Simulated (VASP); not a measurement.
AlRu: single point with r2SCAN

The system is AlRu.

```xyz
2
Lattice="2.9019 0.0000 0.0000 0.0000 2.9019 0.0000 0.0000 0.0000 2.9019" Properties=species:S:1:pos:R:3 pbc="T T T"
Al    0.0000    0.0000    0.0000
Ru    1.4509    1.4509    1.4509
```

This cell differs from its parent crystal: strain -0.030 along x and y, -0.030 along z.

```yaml
Program: VASP 6.6.1
Task: single point
Functional: r2SCAN
Potentials_or_basis: VASP PAW PBE potentials, release 64 (Al, Ru_pv)
Cutoff: 520 eV
k_mesh: 16 × 16 × 16
Occupations: gaussian, width 0.15 eV
Spin: no spin polarisation
```

```
Pressure : 22.1 GPa
```

Levels at points of the mesh, in eV from the Fermi level:
```csv
k point,band 7,band 8,band 9,band 10,band 11,band 12
"(0.00, 0.00, 0.00)",0.18,0.18,0.18,6.98,6.98,6.98
"(0.50, 0.00, 0.00)",-1.93,-1.93,0.49,2.87,7.63,10.46
"(0.50, 0.50, 0.00)",-1.54,-1.46,-1.46,1.95,6.30,7.76
"(0.50, 0.50, 0.50)",2.07,2.07,3.78,4.56,4.56,4.56
```

Run time: 84 s on 1 thread of Intel(R) Xeon(R) Platinum 8488C (Sapphire Rapids), on a shared host, peak memory 0.19 GiB.

Caveat: the cell differs from its parent crystal (strain -0.030 along x and y, -0.030 along z); the PAW data sets were made with another functional, which shifts forces and pressure a little.
